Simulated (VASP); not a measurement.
Write the native input for VASP 6.6.1 that does the following.

```
Task                   : single point
Functional             : r2SCAN
Potentials or basis    : VASP PAW PBE potentials, release 64 (Si, Mo_sv)
Cutoff                 : 520 eV
k mesh                 : 12 × 12 × 6
Occupations            : gaussian, width 0.01 eV
Spin                   : no spin polarisation
Dipole correction      : no
Further INCAR settings : ALGO = Normal; EDIFF = 1e-06; NBANDS = 43
```

Si2Mo:

```
Si Mo
1.0
     4.53523    0.00000    0.00000
    -2.26761    3.92762    0.00000
     0.00000    0.00000    6.51741
Si Mo
6 3
Direct
  0.16380 0.83620 0.83333
  0.32761 0.16380 0.16667
  0.83620 0.67239 0.50000
  0.83620 0.16380 0.83333
  0.67239 0.83620 0.16667
  0.16380 0.32761 0.50000
  0.50000 0.00000 0.50000
  0.00000 0.50000 0.16667
  0.50000 0.50000 0.83333
```

One way to write it, as run:

POSCAR

```
Si2Mo
1.0
    4.5352298925      0.0000000000      0.0000000000
   -2.2676149463      3.9276242989      0.0000000000
    0.0000000000      0.0000000000      6.5174143944
Si Mo
6 3
Direct
    0.1638035210      0.8361964790      0.8333333333
    0.3276070419      0.1638035210      0.1666666667
    0.8361964790      0.6723929581      0.5000000000
    0.8361964790      0.1638035210      0.8333333333
    0.6723929581      0.8361964790      0.1666666667
    0.1638035210      0.3276070419      0.5000000000
    0.5000000000      0.0000000000      0.5000000000
    0.0000000000      0.5000000000      0.1666666667
    0.5000000000      0.5000000000      0.8333333333
```

INCAR.step1

```
SYSTEM = Si2Mo
PREC = Accurate
ENCUT = 520
ISMEAR = 0
SIGMA = 0.01
LREAL = .FALSE.
LASPH = .TRUE.
NELM = 100
NBANDS = 43
GGA = PE
ALGO = Normal
EDIFF = 1E-4
LWAVE = .TRUE.
LCHARG = .FALSE.
```

INCAR.step2

```
SYSTEM = Si2Mo
PREC = Accurate
ENCUT = 520
EDIFF = 1E-6
ISMEAR = 0
SIGMA = 0.01
LREAL = .FALSE.
LASPH = .TRUE.
NELM = 100
ALGO = Normal
ISIF = 2
LWAVE = .FALSE.
LCHARG = .TRUE.
METAGGA = R2SCAN
LMIXTAU = .TRUE.
LELF = .TRUE.
LVHAR = .TRUE.
NBANDS = 43
ISTART = 1
```

KPOINTS

```
Automatic mesh
0
G
  12 12 6
  0 0 0
```

Potentials or basis: VASP PAW PBE potentials, release 64 (Si, Mo_sv).

The run is started by

```console
$ cat potpaw_PBE.64/Si/POTCAR potpaw_PBE.64/Mo_sv/POTCAR > POTCAR
$ cp INCAR.step1 INCAR
$ mpirun -np 1 vasp_std > vasp.out
$ cp INCAR.step2 INCAR
$ mpirun -np 1 vasp_std > vasp.out
```

Results of the run:

```yaml
Pressure: 7.7 GPa
Largest_force: 0.009 eV/Å
Band_gap_on_the_k_mesh: 0.14 eV (least direct gap 0.72 eV)
```

Caveat: the cell stands under pressure; the PAW data sets were made with another functional, which shifts forces and pressure a little.

It took 23 min on 1 thread of Intel(R) Xeon(R) Platinum 8259CL CPU @ 2.50GHz (Skylake/Cascade Lake) (shared host), peak memory 0.45 GiB.
